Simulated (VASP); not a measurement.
# ZrS (Fm-3m) in VASP: notebook

Runs on ZrS. Level: PBEsol. Tasks: single point, relaxation of cell and atoms.

Program: VASP 6.6.1. These are calculated values, not measurements. Logs are shortened: lines on timing, memory, paths and dates and some standing lists are left out, and cuts for length are marked.

## (1) The cell of the first run

It takes space group Fm-3m (No. 225, cubic). The conventional cell has a = 5.166 Å, b = 5.166 Å, c = 5.166 Å, α = 90.00°, β = 90.00°, γ = 90.00°. Zr (site symmetry m-3m) has 6 S at 2.58 Å within 3.4 Å. S (site symmetry m-3m) has 6 Zr at 2.58 Å within 3.4 Å.

## (2) Single point, PBEsol

File INCAR:

```
PREC = Accurate
ENCUT = 520
EDIFF = 1E-7
ISMEAR = -1
SIGMA = 0.08
LREAL = False
LASPH = True
NELM = 100
ALGO = Normal
ISIF = 2
LWAVE = False
LCHARG = False
GGA = PS
NBANDS = 16
```

File KPOINTS:

```
Automatic mesh
0
Gamma
  10 10 10
```

File POSCAR:

```
ZrS
1.0
    0.0000000000      2.5832448675      2.5832448675
    2.5832448675      0.0000000000      2.5832448675
    2.5832448675      2.5832448675      0.0000000000
Zr S
1 1
Direct
    0.0000000000      0.0000000000      0.0000000000
    0.5000000000      0.5000000000      0.5000000000
```

Potentials or basis: VASP PAW PBE potentials, release 64 (Zr_sv, S).

Run with:

```sh
$ cat potpaw_PBE.64/Zr_sv/POTCAR potpaw_PBE.64/S/POTCAR > POTCAR
$ mpirun -np 1 vasp_std > vasp.out
```

OUTCAR:

```text
PREC = Accurate
   ENCUT = 520
   EDIFF = 1E-7
   ISMEAR = -1
   LREAL = False
   LASPH = True
   NELM = 100
   ISIF = 2
   GGA = PS

 ion  position               nearest neighbor table
   1  0.000  0.000  0.000-   2 2.58   2 2.58   2 2.58   2 2.58   2 2.58   2 2.58
   2  0.500  0.500  0.500-   1 2.58   1 2.58   1 2.58   1 2.58   1 2.58   1 2.58

  LATTYP: Found a face centered cubic cell.
 ALAT       =     5.1664897350

  Lattice vectors:

 A1 = (   0.0000000000,   2.5832448675,   2.5832448675)
 A2 = (   2.5832448675,   0.0000000000,   2.5832448675)
 A3 = (   2.5832448675,   2.5832448675,   0.0000000000)

Analysis of symmetry for initial positions (statically):
=====================================================================
 Subroutine PRICEL returns:
 Original cell was already a primitive cell.

 Routine SETGRP: Setting up the symmetry group for a
 face centered cubic supercell.

 Subroutine GETGRP returns: Found 48 space group operations
 (whereof 48 operations were pure point group operations)
 out of a pool of 48 trial point group operations.

The static configuration has the point symmetry O_h .

Analysis of symmetry for dynamics (positions and initial velocities):
=====================================================================
 Subroutine PRICEL returns:
 Original cell was already a primitive cell.

 Routine SETGRP: Setting up the symmetry group for a
 face centered cubic supercell.

 Subroutine GETGRP returns: Found 48 space group operations
 (whereof 48 operations were pure point group operations)
 out of a pool of 48 trial point group operations.

The dynamic configuration has the point symmetry O_h .

 Subroutine INISYM returns: Found 48 space group operations
 (whereof 48 operations are pure point group operations),
 and found     1 'primitive' translations

----------------------------------------------------------------------------------------

                                     Primitive cell

  volume of cell :      34.4768

  direct lattice vectors                    reciprocal lattice vectors
     0.000000000  2.583244867  2.583244867    -0.193555015  0.193555015  0.193555015
     2.583244867  0.000000000  2.583244867     0.193555015 -0.193555015  0.193555015
     2.583244867  2.583244867  0.000000000     0.193555015  0.193555015 -0.193555015

  length of vectors
     3.653259927  3.653259927  3.653259927     0.335247121  0.335247121  0.335247121

  position of ions in fractional coordinates (direct lattice)
[... 72 lines left out ...]
   ICHARG =      2    charge: 1-file 2-atom 10-const
   ISPIN  =      1    spin polarized calculation?
   LNONCOLLINEAR =      F non collinear calculations
   LSORBIT =      F    spin-orbit coupling
   LASPH  =      T    aspherical Exc in radial PAW
   ENCUT  =  520.0 eV  38.22 Ry    6.18 a.u.   6.79  6.79  6.79*2*pi/ulx,y,z
   NELM   =    100;   NELMIN=  2; NELMDL= -5     # of ELM steps
   EDIFF  = 0.1E-06   stopping-criterion for ELM
   LREAL  =      F    real-space projection
   EDIFFG = 0.1E-05   stopping-criterion for IOM
   NSW    =      0    number of steps for IOM
   IBRION =     -1    ionic relax: 0-MD 1-quasi-New 2-CG
   NFREE  =      0    steps in history (QN), initial steepest desc. (CG)
   ISIF   =      2    stress and relaxation
   ISYM   =      2    0-nonsym 1-usesym 2-fastsym
   POTIM  = 0.5000    time-step for ionic-motion
   TEBEG  =    0.0;   TEEND  =   0.0 temperature during run
   PSTRESS=    0.0 pullay stress
   NELECT =      18.0000    total number of electrons
   NUPDOWN=      -1.0000    fix difference up-down
   EMIN   =  10.00;   EMAX   =-10.00  energy-range for DOS
   EFERMI =   0.00;   METHOD = LEGACY
   ISMEAR =    -1;   SIGMA  =   0.08  broadening in eV -4-tet -1-fermi 0-gaus
   EFERMI_NEDOS =   21; number of points for ismear=-14 and -15
   IALGO  =     38    algorithm
   IMIX   =      4    mixing-type and parameters
     AMIX     =   0.40;   BMIX     =  1.00
     AMIX_MAG =   1.60;   BMIX_MAG =  1.00
  volume/ion in A,a.u.               =      17.24       116.33
  Fermi-wavevector in a.u.,A,eV,Ry     =   1.318227  2.491087 23.643137  1.737722
  Thomas-Fermi vector in A             =   2.448212
   LORBIT       =      0    0 simple, 1 ext, 2 COOP (PROOUT), +10 PAW based schemes
   GGA     = PS    functional components
   LHFCALC =     F    Hartree Fock is set to
   AEXX    =    0.0000 exact exchange contribution
   IVDW    =     0    specifies the selected vdW correction
   LEPSILON=     F    determine dielectric tensor
   LRPA    =     F    only Hartree local field effects (RPA)
 non-spin polarized calculation
  energy-cutoff  :      520.00
  volume of cell :       34.48
 maximum number of plane-waves:       944
   NGX = 13   NGY = 13   NGZ = 13

 number of electron      17.9999999 magnetization

 Free energy of the ion-electron system (eV)
  ---------------------------------------------------
  ext. energy  EPLUGINS =         0.00000000
  ---------------------------------------------------
  free energy    TOTEN  =       -16.53197093 eV

  energy without entropy =      -16.50664066  energy(sigma->0) =      -16.51930579

 E-fermi :  11.2453     XC(G=0): -11.6935

 val. band max:       11.2444254034   @ k =   0.3000   0.3000   0.0000
 cond. band min:      11.2538465456   @ k =  -0.1000   0.1000   0.0000
 fundamental gap:      0.0094211422
 Fermi energy:        11.2453449094

 k-point     1 :       0.0000    0.0000    0.0000
  band No.  band energies     occupation
      1     -38.5747      2.00000
      2     -16.5736      2.00000
      3     -16.5736      2.00000
      4     -16.5736      2.00000
      5      -4.8309      2.00000
      6       7.6876      2.00000
[... 433 lines left out ...]
      3     -16.6853      2.00000
      4     -16.6734      2.00000
      5      -3.8298      2.00000
      6       4.3079      2.00000
[... 8 lines left out ...]
     15      18.9847      0.00000
     16      20.3173      0.00000

 [... further k-points ...]
[... 5 lines left out ...]
  --------------------------------------------------------------------------------------
  -------------------------------------------------------------------------------------
  Total        0.0458040      0.0458040      0.0458040      0.0000000      0.0000000     -0.0000000
  in kB        2.1285646      2.1285646      2.1285646      0.0000000      0.0000000     -0.0000000
  external PRESSURE =       2.1285646 kB  Pullay stress =       0.0000000 kB

 VOLUME and BASIS-vectors are now :
 -----------------------------------------------------------------------------
  energy-cutoff  :      520.00
  volume of cell :       34.48
      direct lattice vectors                 reciprocal lattice vectors
     0.000000000  2.583244867  2.583244867    -0.193555015  0.193555015  0.193555015
     2.583244867  0.000000000  2.583244867     0.193555015 -0.193555015  0.193555015
     2.583244867  2.583244867  0.000000000     0.193555015  0.193555015 -0.193555015

 POSITION                                       TOTAL-FORCE (eV/Angst)
 -----------------------------------------------------------------------------------
      0.00000      0.00000      0.00000         0.000000     -0.000000      0.000000
      2.58324      2.58324      2.58324        -0.000000      0.000000     -0.000000
 -----------------------------------------------------------------------------------
    total drift:                                0.000000      0.000000      0.000000

  FREE ENERGIE OF THE ION-ELECTRON SYSTEM (eV)
  ---------------------------------------------------
  free  energy   TOTEN  =       -16.5319709262 eV

  energy  without entropy=      -16.5066406614  energy(sigma->0) =      -16.51930579
```

OSZICAR:

```text
N       E                     dE             d eps       ncg     rms          rms(c)
DAV:   1     0.121409076892E+03    0.12141E+03   -0.96117E+03  1504   0.110E+03
DAV:   2    -0.120647230695E+02   -0.13347E+03   -0.12836E+03  1976   0.282E+02
DAV:   3    -0.173263842955E+02   -0.52617E+01   -0.52288E+01  2256   0.495E+01
DAV:   4    -0.174243265429E+02   -0.97942E-01   -0.97908E-01  1976   0.626E+00
DAV:   5    -0.174263451468E+02   -0.20186E-02   -0.20186E-02  2208   0.701E-01    0.171E+01
DAV:   6    -0.165740424161E+02    0.85230E+00   -0.17911E+00  1888   0.953E+00    0.785E+00
DAV:   7    -0.165377142983E+02    0.36328E-01   -0.19414E-01  2128   0.290E+00    0.301E+00
DAV:   8    -0.165326497970E+02    0.50645E-02   -0.29109E-02  1752   0.113E+00    0.402E-01
DAV:   9    -0.165320716041E+02    0.57819E-03   -0.42513E-03  1792   0.402E-01    0.162E-01
DAV:  10    -0.165319975385E+02    0.74066E-04   -0.46893E-04  1864   0.210E-01    0.609E-02
DAV:  11    -0.165319717696E+02    0.25769E-04   -0.73559E-05  1888   0.529E-02    0.322E-02
DAV:  12    -0.165319708441E+02    0.92546E-06   -0.40569E-06  2032   0.129E-02    0.474E-03
DAV:  13    -0.165319709654E+02   -0.12131E-06   -0.77075E-07  2072   0.675E-03    0.356E-03
DAV:  14    -0.165319709262E+02    0.39228E-07   -0.89385E-08   992   0.264E-03
   1 F= -.16531971E+02 E0= -.16519306E+02  d E =-.253303E-01
```

Run time: 13 s. Hardware: 1 thread of Intel Xeon 6975P-C (Granite Rapids), shared host; peak memory 0.17 GiB.

Results:

```yaml
Free_energy: -16.5320 eV
Pressure: 0.2 GPa
Band_gap_on_the_k_mesh: zero (band 9 reaches 12.79 eV, above the bottom of band 10 at 9.74 eV)
```

Levels at points of the mesh, in eV from the Fermi level:
| k point | band 5 | band 6 | band 7 | band 8 | band 9 | band 10 | band 11 | band 12 | band 13 | band 14 |
| --- | --- | --- | --- | --- | --- | --- | --- | --- | --- | --- |
| (0.00, 0.00, 0.00) | -16.08 | -3.56 | -3.56 | -3.56 | -1.51 | -1.51 | -1.51 | -0.78 | -0.78 | 2.17 |
| (0.50, 0.00, 0.00) | -14.33 | -8.31 | -6.19 | -6.19 | 1.54 | 1.54 | 1.88 | 1.90 | 5.89 | 5.89 |
| (0.50, 0.50, 0.00) | -15.19 | -6.37 | -4.52 | -4.52 | -3.73 | 0.49 | 2.51 | 2.51 | 2.97 | 3.62 |

Caveat: the PAW data sets were made with another functional, which shifts forces and pressure a little.

## (3) Relaxation of cell and atoms, PBEsol

This run uses another cell than the first one, of 18.09 Å³/atom, 1.049 times its volume.

File INCAR:

```
SYSTEM = ZrS
ALGO = Normal
EDIFF = 1E-7
EDIFFG = -0.002
ENCUT = 600
GGA = PS
IBRION = 2
ISIF = 3
ISMEAR = -1
LASPH = .TRUE.
LCHARG = .FALSE.
LREAL = .FALSE.
LWAVE = .FALSE.
NELM = 80
NSW = 100
PREC = Accurate
SIGMA = 0.08
```

File KPOINTS:

```
k-points
0
G
  10 10 10
  0 0 0
```

File POSCAR:

```
ZrS
1.0
    0.0000000000      2.6250000000      2.6250000000
    2.6250000000      0.0000000000      2.6250000000
    2.6250000000      2.6250000000      0.0000000000
Zr S
1 1
Direct
    0.0000000000      0.0000000000      0.0000000000
    0.5000000000      0.5000000000      0.5000000000
```

Potentials or basis: VASP PAW PBE potentials, release 64 (Zr_sv, S).

Run with:

```sh
$ cat potpaw_PBE.64/Zr_sv/POTCAR potpaw_PBE.64/S/POTCAR > POTCAR
$ mpirun -np 1 vasp_std > vasp.out
```

Run time: 58 s. Hardware: 1 thread of Intel Xeon 6975P-C (Granite Rapids), shared host; peak memory 0.19 GiB.

The run converged. Its results:

| Quantity | Value |
| --- | --- |
| Free energy | -16.5328 eV |
| Relaxed volume | 17.27 Å³/atom |
| Relaxed cell | a = 3.655 Å, b = 3.655 Å, c = 3.655 Å, α = 60.00°, β = 60.00°, γ = 60.00° |
| Space group after relaxing (to 0.05 Å) | Fm-3m (No. 225) |
| Energy gained by relaxing | 16.5 meV/atom |
| Ionic steps | 6 |
| Pressure after relaxing | 0.0 GPa |

Step by step:
| step | energy change (eV) | largest force (eV/Å) | pressure (GPa) | volume (Å³) |
| --- | --- | --- | --- | --- |
| 1 | 0.0000 | 0.0000 | -6.18 | 36.18 |
| 2 | 0.0199 | 0.0000 | 9.43 | 32.64 |
| 3 | -0.0330 | 0.0000 | -0.08 | 34.56 |
| 4 | -0.0330 | 0.0000 | 0.05 | 34.52 |
| 5 | -0.0330 | 0.0000 | -0.04 | 34.55 |
| 6 | -0.0330 | 0.0000 | 0.00 | 34.54 |

Final structure:
```
Zr S
1.0
     0.00000    2.58472    2.58472
     2.58472    0.00000    2.58472
     2.58472    2.58472    0.00000
Zr S
1 1
Cartesian
  5.1694 2.5847 2.5847
  2.5847 2.5847 2.5847
```

Levels at points of the mesh, in eV from the Fermi level:
```
           k point  band 5  band 6  band 7  band 8  band 9  band 10  band 11  band 12  band 13
(0.00, 0.00, 0.00)  -16.07   -3.56   -3.56   -3.56   -1.50    -1.50    -1.50    -0.78    -0.78
(0.50, 0.00, 0.00)  -14.33   -8.30   -6.18   -6.18    1.54     1.54     1.88     1.90     5.89
(0.50, 0.50, 0.00)  -15.18   -6.37   -4.52   -4.52   -3.72     0.49     2.51     2.51     2.96
```

Caveat: the bands computed are all filled at some k points, so no gap is given; the PAW data sets were made with another functional, which shifts forces and pressure a little.
